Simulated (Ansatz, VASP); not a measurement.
## One calculation of Rh, two programs

File INCAR:

```
PREC = Accurate
ENCUT = 520
EDIFF = 1E-7
ISMEAR = 0
SIGMA = 0.15
LREAL = False
LASPH = True
NELM = 80
ALGO = Fast
ISIF = 2
LWAVE = False
LCHARG = False
GGA = PE
NBANDS = 22
```

File KPOINTS:

```
regular mesh
0
Gamma
  21 21 12
```

The input POSCAR:

```
Rh
1.0
    2.5641244678      0.0000000000      0.0000000000
   -1.2820622339      2.2205969276      0.0000000000
    0.0000000000      0.0000000000      4.6551679713
Rh
2
Direct
    0.6666666667      0.3333333333      0.7500000000
    0.3333333333      0.6666666667      0.2500000000
```

Input for Ansatz:

```yaml
crystal:
  lattice:
    - [2.5641244678, 0.0, 0.0]
    - [-1.2820622339, 2.2205969276, 0.0]
    - [0.0, 0.0, 4.6551679713]
  atoms:
    - { symbol: Rh, position: [0.6666666667, 0.3333333333, 0.75] }
    - { symbol: Rh, position: [0.3333333333, 0.6666666667, 0.25] }
basis:
  ecutwfc: 420
kpoints:
  mp_grid: { grid: [21, 21, 12] }
hamiltonian:
  xc: pbe
  pseudopotentials: { kind: paw, azcp: { folder: soft_1 } }
scf:
  occupations: { method: gaussian, width: 0.15 }
output:
  forces: true
  stress: true
  eigenvalues: true
```

Alike in both runs: task single point; functional PBE; k mesh 21 × 21 × 12; occupations gaussian, width 0.15 eV; no spin polarisation.

|  | VASP | Ansatz |
| --- | --- | --- |
| version | VASP 6.6.1 | Ansatz 0.2.0 |
| potentials or method | VASP PAW PBE potentials, release 64 (Rh_pv), cutoff 520 eV | scalar-relativistic, plane waves, PAW |
| valence electrons in the cell | 30 | 34 |

VASP gave:

* gap on the k mesh at the Fermi level (eV): none
* pressure (GPa): 23.0
* traceless stress, the component that is largest in VASP (GPa): -27.75

Question: Estimate Ansatz's values.

Answer: gap on the k mesh at the Fermi level (eV): none; pressure (GPa): 23.0; traceless stress, the component that is largest in VASP (GPa): -27.78.

A gap of «none» marks a metal or a gap that the smearing closes. The functional is the same, so the differences come from potentials, cutoffs and numerics. VASP's potentials hold 30 valence electrons a cell and Ansatz's 34, so a difference there can come from the potentials and not from the codes.
